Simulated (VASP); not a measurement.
# La (Im-3m) in VASP: single point with r2SCAN

Aim: the single point of La with r2SCAN.

Everything below comes from runs of VASP 6.6.1. Logs are shortened: lines on timing, memory, paths and dates and some standing lists are left out, and cuts for length are marked.

**1. The cell of the first run**

Symmetry: Im-3m, No. 229, cubic system. Conventional cell: a = 4.245 Å, b = 4.245 Å, c = 4.245 Å, α = 90.00°, β = 90.00°, γ = 90.00°. Within 4.8 Å of La (site symmetry m-3m) lie 14 La at 3.68 to 4.24 Å.

**2. Single point, r2SCAN**

POSCAR

```
La
1.0
   -2.1224783329      2.1224783329      2.1224783329
    2.1224783329     -2.1224783329      2.1224783329
    2.1224783329      2.1224783329     -2.1224783329
La
1
Direct
    0.0000000000      0.0000000000      0.0000000000
```

INCAR.step1

```
SYSTEM = La
ALGO = Normal ; EDIFF = 1E-4
ENCUT = 520 ; GGA = PE
ISMEAR = 0 ; LASPH = .TRUE.
LCHARG = .FALSE. ; LREAL = .FALSE.
LWAVE = .TRUE. ; NBANDS = 12
NELM = 100 ; PREC = Accurate
SIGMA = 0.05
```

INCAR.step2

```
SYSTEM = La
ALGO = Normal ; EDIFF = 1E-6
ENCUT = 520 ; ISIF = 2
ISMEAR = 0 ; ISTART = 1
LASPH = .TRUE. ; LCHARG = .FALSE.
LMIXTAU = .TRUE. ; LREAL = .FALSE.
LWAVE = .FALSE. ; METAGGA = R2SCAN
NBANDS = 12 ; NELM = 100
PREC = Accurate ; SIGMA = 0.05
```

KPOINTS

```
k-points
0
G
  14 14 14
  0 0 0
```

Potentials or basis: VASP PAW PBE potentials, release 64 (La).

Command:

```console
cat potpaw_PBE.64/La/POTCAR > POTCAR
cp INCAR.step1 INCAR
mpirun -np 1 vasp_std > vasp.out
cp INCAR.step2 INCAR
mpirun -np 1 vasp_std > vasp.out
```

OUTCAR:

```text
SYSTEM = La
   EDIFF = 1E-6
   ENCUT = 520
   ISIF = 2
   ISMEAR = 0
   ISTART = 1
   LASPH = .TRUE.
   LREAL = .FALSE.
   METAGGA = R2SCAN
   NELM = 100
   PREC = Accurate

 ion  position               nearest neighbor table
   1  0.000  0.000  0.000-

  LATTYP: Found a body centered cubic cell.
 ALAT       =     4.2449566658

  Lattice vectors:

 A1 = (  -2.1224783329,   2.1224783329,   2.1224783329)
 A2 = (   2.1224783329,  -2.1224783329,   2.1224783329)
 A3 = (   2.1224783329,   2.1224783329,  -2.1224783329)

Analysis of symmetry for initial positions (statically):
=====================================================================
 Subroutine PRICEL returns:
 Original cell was already a primitive cell.

 Routine SETGRP: Setting up the symmetry group for a
 body centered cubic supercell.

 Subroutine GETGRP returns: Found 48 space group operations
 (whereof 48 operations were pure point group operations)
 out of a pool of 48 trial point group operations.

The static configuration has the point symmetry O_h .

Analysis of symmetry for dynamics (positions and initial velocities):
=====================================================================
 Subroutine PRICEL returns:
 Original cell was already a primitive cell.

 Routine SETGRP: Setting up the symmetry group for a
 body centered cubic supercell.

 Subroutine GETGRP returns: Found 48 space group operations
 (whereof 48 operations were pure point group operations)
 out of a pool of 48 trial point group operations.

The dynamic configuration has the point symmetry O_h .

 Subroutine INISYM returns: Found 48 space group operations
 (whereof 48 operations are pure point group operations),
 and found     1 'primitive' translations

----------------------------------------------------------------------------------------

                                     Primitive cell

  volume of cell :      38.2463

  direct lattice vectors                    reciprocal lattice vectors
    -2.122478333  2.122478333  2.122478333     0.000000000  0.235573665  0.235573665
     2.122478333 -2.122478333  2.122478333     0.235573665  0.000000000  0.235573665
     2.122478333  2.122478333 -2.122478333     0.235573665  0.235573665  0.000000000

  length of vectors
     3.676240311  3.676240311  3.676240311     0.333151472  0.333151472  0.333151472

  position of ions in fractional coordinates (direct lattice)
     0.000000000  0.000000000  0.000000000

  ion indices of the primitive-cell ions
   primitive index   ion index
                 1           1

----------------------------------------------------------------------------------------

 KPOINTS: k-points

Automatic generation of k-mesh.
 Grid dimensions read from file:
 generate k-points for:   14   14   14

 Generating k-lattice:

  Cartesian coordinates                     Fractional coordinates (reciprocal lattice)
     0.000000000  0.016826690  0.016826690     0.071428571  0.000000000  0.000000000
     0.016826690  0.000000000  0.016826690     0.000000000  0.071428571  0.000000000
     0.016826690  0.016826690  0.000000000     0.000000000  0.000000000  0.071428571

  Length of vectors
     0.023796534  0.023796534  0.023796534

  Shift w.r.t. Gamma in fractional coordinates (k-lattice)
     0.000000000  0.000000000  0.000000000

 Subroutine IBZKPT returns following result:
 ===========================================

 Found    104 irreducible k-points:

 Following reciprocal coordinates:
            Coordinates               Weight
  0.000000  0.000000  0.000000      1.000000
  0.071429  0.000000  0.000000     12.000000
  0.142857  0.000000  0.000000     12.000000
  0.214286  0.000000  0.000000     12.000000
  0.285714  0.000000  0.000000     12.000000
  0.357143  0.000000  0.000000     12.000000
[... 16 lines left out ...]
  0.285714  0.285714  0.000000     24.000000
  0.357143  0.285714  0.000000     24.000000
 [... further k-points ...]
   k-points           NKPTS =    104   k-points in BZ     NKDIM =    104   number of bands    NBANDS=     12
   number of dos      NEDOS =    301   number of ions     NIONS =      1
   total plane-waves  NPLWV =  21952
   dimension x,y,z NGX =    28 NGY =   28 NGZ =   28
   dimension x,y,z NGXF=    56 NGYF=   56 NGZF=   56
   ions per type =               1
   NGX,Y,Z   is equivalent  to a cutoff of  12.66, 12.66, 12.66 a.u.
   NGXF,Y,Z  is equivalent  to a cutoff of  25.32, 25.32, 25.32 a.u.
 SYSTEM =  La
   PREC   = accura    normal or accurate (medium, high low for compatibility)
   ISTART =      1    job   : 0-new  1-cont  2-samecut
   ICHARG =      0    charge: 1-file 2-atom 10-const
   ISPIN  =      1    spin polarized calculation?
   LNONCOLLINEAR =      F non collinear calculations
   LSORBIT =      F    spin-orbit coupling
   LASPH  =      T    aspherical Exc in radial PAW
   ENCUT  =  520.0 eV  38.22 Ry    6.18 a.u.   6.84  6.84  6.84*2*pi/ulx,y,z
   NELM   =    100;   NELMIN=  2; NELMDL=  0     # of ELM steps
   EDIFF  = 0.1E-05   stopping-criterion for ELM
   LREAL  =      F    real-space projection
   EDIFFG = 0.1E-04   stopping-criterion for IOM
   NSW    =      0    number of steps for IOM
   IBRION =     -1    ionic relax: 0-MD 1-quasi-New 2-CG
   NFREE  =      0    steps in history (QN), initial steepest desc. (CG)
   ISIF   =      2    stress and relaxation
   ISYM   =      2    0-nonsym 1-usesym 2-fastsym
   POTIM  = 0.5000    time-step for ionic-motion
   TEBEG  =    0.0;   TEEND  =   0.0 temperature during run
   PSTRESS=    0.0 pullay stress
   NELECT =      11.0000    total number of electrons
   NUPDOWN=      -1.0000    fix difference up-down
   EMIN   =  10.00;   EMAX   =-10.00  energy-range for DOS
   EFERMI =   0.00;   METHOD = LEGACY
   ISMEAR =     0;   SIGMA  =   0.05  broadening in eV -4-tet -1-fermi 0-gaus
   EFERMI_NEDOS =   21; number of points for ismear=-14 and -15
   IALGO  =     38    algorithm
   IMIX   =      4    mixing-type and parameters
     AMIX     =   0.40;   BMIX     =  1.00
     AMIX_MAG =   1.60;   BMIX_MAG =  1.00
  volume/ion in A,a.u.               =      38.25       258.10
  Fermi-wavevector in a.u.,A,eV,Ry     =   1.080627  2.042089 15.888266  1.167755
  Thomas-Fermi vector in A             =   2.216623
   LORBIT       =      0    0 simple, 1 ext, 2 COOP (PROOUT), +10 PAW based schemes
   METAGGA = R2SCAN    functional components
   LHFCALC =     F    Hartree Fock is set to
   AEXX    =    0.0000 exact exchange contribution
   IVDW    =     0    specifies the selected vdW correction
   LEPSILON=     F    determine dielectric tensor
   LRPA    =     F    only Hartree local field effects (RPA)
 non-spin polarized calculation
 Gauss-broadening in eV      SIGMA  =   0.05
  energy-cutoff  :      520.00
  volume of cell :       38.25
 maximum number of plane-waves:      1055
   NGX = 13   NGY = 13   NGZ = 13

 number of electron      10.9999999 magnetization

 Free energy of the ion-electron system (eV)
  ---------------------------------------------------
  ext. energy  EPLUGINS =         0.00000000
  ---------------------------------------------------
  free energy    TOTEN  =       -29.62245799 eV

  energy without entropy =      -29.61762689  energy(sigma->0) =      -29.62004244

 E-fermi :   7.7302     XC(G=0): -10.1011

 val. band max:        7.7223188164   @ k =   0.3571   0.2143   0.0000
 cond. band min:       7.7308880263   @ k =  -0.2143   0.2857   0.1429
 fundamental gap:      0.0085692099
 Fermi energy:         7.7302165602

 k-point     1 :       0.0000    0.0000    0.0000
  band No.  band energies     occupation
      1     -26.4548      2.00000
      2      -9.0130      2.00000
      3      -9.0130      2.00000
      4      -9.0130      2.00000
      5       4.3217      2.00000
      6       9.3876      0.00000
      7       9.3876      0.00000
      8       9.3876      0.00000
      9       9.4426      0.00000
     10       9.4426      0.00000
     11       9.4426      0.00000
     12      10.2072      0.00000

 k-point     2 :       0.0714    0.0000    0.0000
  band No.  band energies     occupation
      1     -26.4452      2.00000
      2      -9.0865      2.00000
      3      -9.0337      2.00000
      4      -9.0141      2.00000
      5       4.4851      2.00000
      6       9.1009      0.00000
      7       9.1056      0.00000
      8       9.4329      0.00000
      9       9.4550      0.00000
     10       9.6468      0.00000
     11       9.6572      0.00000
     12      10.1908      0.00000

 k-point     3 :       0.1429    0.0000    0.0000
  band No.  band energies     occupation
      1     -26.4179      2.00000
      2      -9.2868      2.00000
      3      -9.0913      2.00000
      4      -9.0173      2.00000
      5       4.9304      2.00000
      6       8.7187      0.00000
      7       8.7562      0.00000
      8       9.4109      0.00000
      9       9.5921      0.00000
     10       9.7942      0.00000
     11       9.8264      0.00000
     12      10.1483      0.00000
[... 286 lines left out ...]
 k-point    23 :       0.2857    0.2857    0.0000
  band No.  band energies     occupation
      1     -26.2361      2.00000
      2     -10.0746      2.00000
      3      -9.7271      2.00000
      4      -9.1740      2.00000
      5       6.9862      2.00000
      6       7.7107      1.41962
      7       8.4353      0.00000
      8       9.6913      0.00000
      9       9.7196      0.00000
     10       9.9204      0.00000
     11      10.0746      0.00000
     12      10.1421      0.00000

 k-point    24 :       0.3571    0.2857    0.0000
  band No.  band energies     occupation
      1     -26.2298      2.00000
      2     -10.0261      2.00000
      3      -9.8248      2.00000
      4      -9.1805      2.00000
      5       7.0243      2.00000
      6       7.8608      0.00022
      7       8.3075      0.00000
      8       9.6942      0.00000
      9       9.7821      0.00000
     10       9.8778      0.00000
     11      10.1093      0.00000
     12      10.1113      0.00000

 [... further k-points ...]
[... 5 lines left out ...]
  --------------------------------------------------------------------------------------
  -------------------------------------------------------------------------------------
  Total        0.0092757      0.0092757      0.0092757      0.0000000      0.0000000      0.0000000
  in kB        0.3885679      0.3885679      0.3885679      0.0000000      0.0000000      0.0000000
  external PRESSURE =       0.3885679 kB  Pullay stress =       0.0000000 kB

 VOLUME and BASIS-vectors are now :
 -----------------------------------------------------------------------------
  energy-cutoff  :      520.00
  volume of cell :       38.25
      direct lattice vectors                 reciprocal lattice vectors
    -2.122478333  2.122478333  2.122478333     0.000000000  0.235573665  0.235573665
     2.122478333 -2.122478333  2.122478333     0.235573665  0.000000000  0.235573665
     2.122478333  2.122478333 -2.122478333     0.235573665  0.235573665  0.000000000

 POSITION                                       TOTAL-FORCE (eV/Angst)
 -----------------------------------------------------------------------------------
      0.00000      0.00000      0.00000         0.000000      0.000000     -0.000000
 -----------------------------------------------------------------------------------
    total drift:                               -0.000000     -0.000000     -0.000000

  FREE ENERGIE OF THE ION-ELECTRON SYSTEM (eV)
  ---------------------------------------------------
  free  energy   TOTEN  =       -29.6224579851 eV

  energy  without entropy=      -29.6176268926  energy(sigma->0) =      -29.62004244
```

Wall time 2.7 min (1 thread of AMD EPYC 7R13, shared host); peak memory 0.22 GiB.

Results:

```
Free energy : -29.6225 eV
Pressure    : 0.0 GPa
```

Caveat: the PAW data sets were made with another functional, which shifts forces and pressure a little; spin-orbit coupling is left out, which moves the levels of the heavy elements.
